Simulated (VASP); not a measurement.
The system is MnO.

```xyz
2
Lattice="0.0000 2.2220 2.2220 2.2220 0.0000 2.2220 2.2220 2.2220 0.0000" Properties=species:S:1:pos:R:3 pbc="T T T"
Mn    0.0000    0.0000    0.0000
O     2.2220    2.2220    2.2220
```

Base run:

* Program: VASP 6.6.1
* Functional: PBEsol
* Potentials or basis: VASP PAW PBE potentials, release 64 (Mn_sv, O)
* Cutoff: 600 eV
* k mesh: 7 × 7 × 7
* Occupations: fermi-dirac, width 0.03 eV
* Spin: collinear spin, ferromagnetic start
* Starting moments: [5.83, 0.0] μB
* Fixed moment: 5.83 μB

Its results: pressure 24.2 GPa; site moments Mn +4.36; O +0.69 μB.

**Question.** The run is repeated on the same cell with these changes: fixed moment from 5.83 μB to 5 μB; moments at the start from [5.83, 0.0] to [5.0, 0.0]. What comes out?

**Answer.** Pressure -3.1 GPa; site moments Mn +4.28; O +0.24 μB.

Caveats: the PAW data sets were made with another functional, which shifts forces and pressure a little; the total moment is fixed, so each spin has its own Fermi level; a cell with one magnetic atom can't hold antiferromagnetic order, which such compounds often take.
